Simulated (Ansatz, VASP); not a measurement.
C in VASP and in Ansatz

Contents of INCAR:

```
PREC = Accurate
ENCUT = 600
EDIFF = 1E-6
ISMEAR = -1
SIGMA = 0.05
LREAL = F
LASPH = T
NELM = 120
ALGO = Normal
ISIF = 2
LWAVE = F
LCHARG = F
GGA = PS
NBANDS = 11
GGA_COMPAT = F
```

The input KPOINTS:

```
Automatic mesh
0
Gamma
  11 11 11
```

File POSCAR:

```
C
1.0
    0.0000000000      1.7833700000      1.7833700000
    1.7833700000      0.0000000000      1.7833700000
    1.7833700000      1.7833700000      0.0000000000
C
2
Direct
    0.7500000000      0.7500000000      0.7500000000
    0.5000000000      0.5000000000      0.5000000000
```

File input.yaml:

```yaml
crystal:
  lattice:
    - [0.0, 1.78337, 1.78337]
    - [1.78337, 0.0, 1.78337]
    - [1.78337, 1.78337, 0.0]
  atoms:
    - { symbol: C, position: [0.75, 0.75, 0.75] }
    - { symbol: C, position: [0.5, 0.5, 0.5] }
hamiltonian:
  xc: pbesol
  pseudopotentials: { kind: paw }
kpoints:
  mp_grid: { grid: [11, 11, 11] }
scf:
  occupations: { method: fermi_dirac, width: 0.05 }
output:
  forces: true
  stress: true
  eigenvalues: true
  write_density: true
  write_potential: true
  elf: true
  volumetric_format: npy
```

Alike in both runs: task single point; functional PBEsol; k mesh 11 × 11 × 11; occupations fermi-dirac, width 0.05 eV; no spin polarisation.

|  | VASP | Ansatz |
| --- | --- | --- |
| version | VASP 6.6.1 | Ansatz 0.2.0 |
| potentials or method | VASP PAW PBE potentials, release 64 (C) | Ansatz PAW |
| plane-wave cutoff (eV) | 600 | 420 |
| valence electrons in the cell | 8 | 8 |

|  | VASP | Ansatz | Ansatz less VASP |
| --- | --- | --- | --- |
| gap on the k mesh at the Fermi level (eV) | 4.00 | 4.01 | +0.005 |
| least direct gap on the mesh (eV) | 5.54 | 5.54 | +0.001 |
| pressure (GPa) | -4.4 | -4.8 | -0.40 |

VASP's potentials were made for PBE, not for PBEsol. With one functional, cell and mesh, what is left measures potentials, basis and numerics.

Noted on Ansatz's run: Pulay correction over one GPa; odd divisions of the mesh miss points on the zone boundary, where band edges often lie, so the gap on the mesh can be too wide.
